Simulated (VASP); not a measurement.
# IrRu2 (P6/mmm) in VASP: a series of runs, part 2 of 2

VASP 6.6.1.

## (3) Single point, PBE

This run uses another cell than the first one, of 15.39 Å³/atom.

INCAR reads:

```
SYSTEM = IrRu2
ALGO = Normal
EDIFF = 1E-7
ENCUT = 520
GGA = PE
ISIF = 2
ISMEAR = 0
LASPH = .True.
LCHARG = .False.
LREAL = .False.
LWAVE = .False.
NBANDS = 26
NELM = 100
PREC = Accurate
SIGMA = 0.1
```

KPOINTS reads:

```
k-points
0
Gamma
  6 6 6
  0 0 0
```

POSCAR reads:

```
IrRu2
1.0
    4.5847593156      0.0000000000      0.0000000000
   -2.2923796578      3.9705180376      0.0000000000
    0.0000000000      0.0000000000      2.5362759399
Ru Ir
2 1
Direct
    0.3333333333      0.6666666667      0.5000000000
    0.6666666667      0.3333333333      0.5000000000
    0.0000000000      0.0000000000      0.5000000000
```

Potentials or basis: VASP PAW PBE potentials, release 64 (Ru_pv, Ir).

Command:

```
$ cat potpaw_PBE.64/Ru_pv/POTCAR potpaw_PBE.64/Ir/POTCAR > POTCAR
$ mpirun -np 1 vasp_std > vasp.out
```

Run time: 15 s. Hardware: 1 thread of Intel Xeon 6975P-C (Granite Rapids), shared host; peak memory 0.18 GiB.

The run converged. Its results:

- Free energy: -24.8936 eV
- Pressure: 0.1 GPa
- Band gap on the k mesh: zero (an odd number of electrons rules out a gap without spin polarisation)

Levels at points of the mesh, in eV from the Fermi level:
```tsv
k point	band 14	band 15	band 16	band 17	band 18	band 19	band 20	band 21	band 22	band 23
(0.00, 0.00, 0.00)	-3.19	-2.40	-2.40	-0.49	-0.49	-0.22	-0.22	1.58	1.58	6.54
(0.50, 0.00, 0.00)	-3.68	-1.16	-0.29	-0.04	0.36	0.45	0.53	1.00	1.00	1.10
(0.00, 0.00, 0.50)	-1.70	-1.70	-1.64	-1.64	-0.83	-0.83	-0.79	2.53	2.58	6.76
(0.50, 0.00, 0.50)	-2.47	-2.10	-1.86	-1.72	1.03	1.15	2.34	3.12	4.60	5.22
```

Caveat: the k points lie up to 0.41 Å⁻¹ apart, too coarse for converged energies and pressures of a metal; spin-orbit coupling is left out, which moves the levels of the heavy elements.

## (4) Relaxation of cell and atoms, PBE

INCAR reads:

```
PREC = Accurate ; ENCUT = 600
EDIFF = 1E-7 ; ISMEAR = 0
SIGMA = 0.1 ; LREAL = F
LASPH = T ; NELM = 100
ALGO = Fast ; ISIF = 3
LWAVE = F ; LCHARG = F
GGA = PE ; IBRION = 2
NSW = 90 ; EDIFFG = -0.04
```

KPOINTS reads:

```
regular mesh
0
Gamma
  6 6 6
```

POSCAR reads:

```
IrRu2
1.0
    4.1290634000      0.0000000000      0.0000000000
   -2.0645317000      3.5758738000      0.0000000000
    0.0000000000      0.0000000000      3.0432405400
Ru Ir
2 1
Direct
    0.3333333300      0.6666666700      0.5000000000
    0.6666666700      0.3333333300      0.5000000000
    0.0000000000      0.0000000000      0.5000000000
```

Command:

```
$ cat potpaw_PBE.64/Ru_pv/POTCAR potpaw_PBE.64/Ir/POTCAR > POTCAR
$ mpirun -np 1 vasp_std > vasp.out
```

Run time: 6.2 min. Hardware: 1 thread of Intel Xeon 6975P-C (Granite Rapids), shared host; peak memory 0.22 GiB.

It converged, with:

* Free energy: -24.8907 eV
* Relaxed volume: 15.40 Å³/atom
* Relaxed cell: a = 4.586 Å, b = 4.586 Å, c = 2.537 Å, α = 90.00°, β = 90.00°, γ = 120.00°
* Space group after relaxing (to 0.1 Å): P6/mmm (No. 191)
* Pressure after relaxing: 0.0 GPa
* Band gap on the k mesh: zero (an odd number of electrons rules out a gap without spin polarisation)

Final structure:
```
CELL_PARAMETERS angstrom
4.58554 0.00000 0.00000
-2.29277 3.97120 0.00000
0.00000 0.00000 2.53691
ATOMIC_POSITIONS crystal
Ru 0.33333 0.66667 0.50000
Ru 0.66667 0.33333 0.50000
Ir 0.00000 0.00000 0.50000
```

Levels at points of the mesh, in eV from the Fermi level:
| k point | band 16 | band 17 | band 18 | band 19 | band 20 | band 21 |
| --- | --- | --- | --- | --- | --- | --- |
| (0.00, 0.00, 0.00) | -2.39 | -0.49 | -0.49 | -0.22 | -0.22 | 1.57 |
| (0.50, 0.00, 0.00) | -0.29 | -0.04 | 0.36 | 0.53 | 0.99 | 1.00 |
| (0.00, 0.00, 0.50) | -1.64 | -1.64 | -0.83 | -0.83 | -0.79 | 2.53 |
| (0.50, 0.00, 0.50) | -1.86 | -1.72 | 1.03 | 1.15 | 2.34 | 3.12 |

Caveat: the highest band is partly filled, so the run has too few bands; a cell axis changed by over 15 % at a fixed basis, so the end point is rough; spin-orbit coupling is left out, which moves the levels of the heavy elements.

## (5) Single point, PBE

This run uses another cell than the first one, of 15.37 Å³/atom.

INCAR reads:

```
SYSTEM = IrRu2
PREC = Accurate
ENCUT = 520
EDIFF = 1E-7
ISMEAR = 0
SIGMA = 0.1
LREAL = .FALSE.
LASPH = .TRUE.
NELM = 100
ALGO = Fast
ISIF = 2
LWAVE = .FALSE.
LCHARG = .TRUE.
GGA = PE
LELF = .TRUE.
LVHAR = .TRUE.
NBANDS = 26
```

KPOINTS reads:

```
regular mesh
0
G
  12 12 18
  0 0 0
```

POSCAR reads:

```
IrRu2
1.0
    4.5982775076      0.0000000000      0.0000000000
   -2.2991387538      3.9822251352      0.0000000000
    0.0000000000      0.0000000000      2.5172958235
Ru Ir
2 1
Direct
    0.3333333333      0.6666666667      0.5000000000
    0.6666666667      0.3333333333      0.5000000000
    0.0000000000      0.0000000000      0.5000000000
```

Command:

```
$ cat potpaw_PBE.64/Ru_pv/POTCAR potpaw_PBE.64/Ir/POTCAR > POTCAR
$ mpirun -np 1 vasp_std > vasp.out
```

Run time: 2.1 min. Hardware: 1 thread of Intel Xeon 6975P-C (Granite Rapids), shared host; peak memory 0.33 GiB.

Results (log left out):

| Quantity | Value |
| --- | --- |
| Free energy | -25.0531 eV |
| Pressure | 0.1 GPa |
| Band gap on the k mesh | zero (an odd number of electrons rules out a gap without spin polarisation) |

Levels at points of the mesh, in eV from the Fermi level:
```
           k point  band 14  band 15  band 16  band 17  band 18  band 19  band 20  band 21  band 22  band 23
(0.00, 0.00, 0.00)    -3.18    -2.37    -2.37    -0.36    -0.36    -0.03    -0.03     1.69     1.69     6.48
(0.50, 0.00, 0.00)    -3.65    -0.98    -0.16     0.15     0.34     0.44     0.52     1.10     1.14     1.25
(0.00, 0.00, 0.50)    -1.64    -1.64    -1.59    -1.59    -0.84    -0.84    -0.63     2.71     2.74     7.09
(0.50, 0.00, 0.50)    -2.37    -2.12    -1.86    -1.69     1.04     1.20     2.32     3.29     4.70     5.38
```

Caveat: spin-orbit coupling is left out, which moves the levels of the heavy elements.

## (6) Relaxation of cell and atoms, PBE

This run uses another cell than the first one, of 15.39 Å³/atom.

INCAR reads:

```
PREC = Accurate ; ENCUT = 600
EDIFF = 1E-6 ; ISMEAR = 0
SIGMA = 0.1 ; LREAL = F
LASPH = T ; NELM = 80
ALGO = Fast ; ISIF = 3
LWAVE = F ; LCHARG = F
GGA = PE ; IBRION = 2
NSW = 100 ; EDIFFG = -0.01
```

KPOINTS reads:

```
Automatic mesh
0
Gamma
  12 12 18
```

POSCAR reads:

```
IrRu2
1.0
    4.5847593156      0.0000000000      0.0000000000
   -2.2923796578      3.9705180376      0.0000000000
    0.0000000000      0.0000000000      2.5362759399
Ru Ir
2 1
Direct
    0.3333333333      0.6666666667      0.5000000000
    0.6666666667      0.3333333333      0.5000000000
    0.0000000000      0.0000000000      0.5000000000
```

Potentials or basis: VASP PAW PBE potentials, release 64 (Ru_pv, Ir).

Command:

```
$ cat potpaw_PBE.64/Ru_pv/POTCAR potpaw_PBE.64/Ir/POTCAR > POTCAR
$ mpirun -np 1 vasp_std > vasp.out
```

It took 4.4 min on 1 thread of Intel Xeon 6975P-C (Granite Rapids), shared host; peak memory 0.37 GiB.

It converged, with:

* Free energy: -25.0532 eV
* Relaxed volume: 15.37 Å³/atom
* Relaxed cell: a = 4.600 Å, b = 4.600 Å, c = 2.518 Å, α = 90.00°, β = 90.00°, γ = 120.00°
* Space group after relaxing (to 0.1 Å): P6/mmm (No. 191)
* Energy gained by relaxing: 1.2 meV/atom
* Ionic steps: 4
* Pressure after relaxing: -0.1 GPa

Stress tensor (GPa, compression positive):
```
-0.10  0.00  0.00
 0.00 -0.10  0.00
 0.00  0.00 -0.02
```

The path:
```csv
step,energy change (eV),largest force (eV/Å),pressure (GPa),volume (Å³)
1,0.0000,0.0000,-0.11,46.17
2,-0.0023,0.0000,0.04,46.10
3,-0.0036,0.0000,-0.08,46.13
4,-0.0036,0.0000,-0.08,46.12
```

Final structure:
```
Ru Ir
1.0
     4.59951    0.00000    0.00000
    -2.29975    3.98329    0.00000
     0.00000    0.00000    2.51757
Ru Ir
2 1
Direct
  0.33333 0.66667 0.50000
  0.66667 0.33333 0.50000
  0.00000 0.00000 0.50000
```

Levels at points of the mesh, in eV from the Fermi level:
| k point | band 14 | band 15 | band 16 | band 17 | band 18 | band 19 | band 20 | band 21 | band 22 |
| --- | --- | --- | --- | --- | --- | --- | --- | --- | --- |
| (0.00, 0.00, 0.00) | -3.18 | -2.37 | -2.37 | -0.36 | -0.36 | -0.02 | -0.02 | 1.69 | 1.69 |
| (0.50, 0.00, 0.00) | -3.64 | -0.98 | -0.16 | 0.16 | 0.34 | 0.44 | 0.52 | 1.10 | 1.13 |
| (0.00, 0.00, 0.50) | -1.64 | -1.64 | -1.58 | -1.58 | -0.84 | -0.84 | -0.63 | 2.71 | 2.74 |
| (0.50, 0.00, 0.50) | -2.37 | -2.12 | -1.86 | -1.69 | 1.04 | 1.20 | 2.32 | 3.29 | 4.70 |

Caveat: the highest band is partly filled, so the run has too few bands; spin-orbit coupling is left out, which moves the levels of the heavy elements.

## (7) Summary

```csv
task,cell,k mesh,cutoff (eV),gap on the mesh (eV),pressure (GPa),relaxed volume (Å³/atom)
single point,"a = 4.129, b = 4.129, c = 3.043 Å, angles 90.0, 90.0, 120.0°, 3 atoms",6 × 6 × 6,520,none,58.1,-
single point,"a = 4.585, b = 4.585, c = 2.536 Å, angles 90.0, 90.0, 120.0°, 3 atoms",6 × 6 × 6,520,none,0.1,-
relaxation of cell and atoms,"relaxed from a = 4.129, b = 4.129, c = 3.043 Å, angles 90.0, 90.0, 120.0°, 3 atoms",6 × 6 × 6,600,none,0.0,15.40
single point,"a = 4.598, b = 4.598, c = 2.517 Å, angles 90.0, 90.0, 120.0°, 3 atoms",12 × 12 × 18,520,none,0.1,-
relaxation of cell and atoms,"relaxed from a = 4.585, b = 4.585, c = 2.536 Å, angles 90.0, 90.0, 120.0°, 3 atoms",12 × 12 × 18,600,-,-0.1,15.37
```

Alike in all rows: level PBE; potentials or basis VASP PAW PBE potentials, release 64 (Ru_pv, Ir); no spin polarisation; smearing gaussian 0.1 eV.

Caveats: some runs use coarse meshes; spin-orbit coupling is left out, which moves the levels of the heavy elements; the highest band is partly filled, so the run has too few bands (at least some runs); the stress differs along the axes, from -24 to 99 GPa (at least some runs); a cell axis changed by over 15 % at a fixed basis, so the end point is rough (at least some runs).

Absolute energies hang on the potentials; compare differences alone.
